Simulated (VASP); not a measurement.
# V: single point with revPBE

The system is V.

```
V
1.0
     4.28939    0.00000    0.00000
    -2.14470    3.71472    0.00000
     0.00000    0.00000    2.30684
V
3
Direct
  0.00000 0.00000 0.00000
  0.33333 0.66667 0.50000
  0.66667 0.33333 0.50000
```

This isn't the form of V at room conditions, which is bcc.

```
Program             : VASP 6.6.1
Task                : single point
Functional          : revPBE
Potentials or basis : VASP PAW PBE potentials, release 64 (V_sv)
Cutoff              : 520 eV
k mesh              : 9 × 9 × 15
Occupations         : fermi-dirac, width 0.1 eV
Spin                : no spin polarisation
```

- Pressure: 27.7 GPa
- Band gap on the k mesh: zero (an odd number of electrons rules out a gap without spin polarisation)

Stress tensor (GPa, compression positive):
```
27.19  0.00  0.00
 0.00 27.19  0.00
 0.00  0.00 28.60
```

Levels at points of the mesh, in eV from the Fermi level:
```
           k point  band 17  band 18  band 19  band 20  band 21  band 22  band 23  band 24
(0.00, 0.00, 0.00)    -1.49    -1.49    -1.42    -0.95     0.54     0.54     2.60     2.60
```

It took 46 s on 1 thread of AMD EPYC 9R45 96-Core Processor (Zen 5), on a shared host, peak memory 0.16 GiB.

Caveat: the cell stands under pressure; the PAW data sets were made with another functional, which shifts forces and pressure a little.
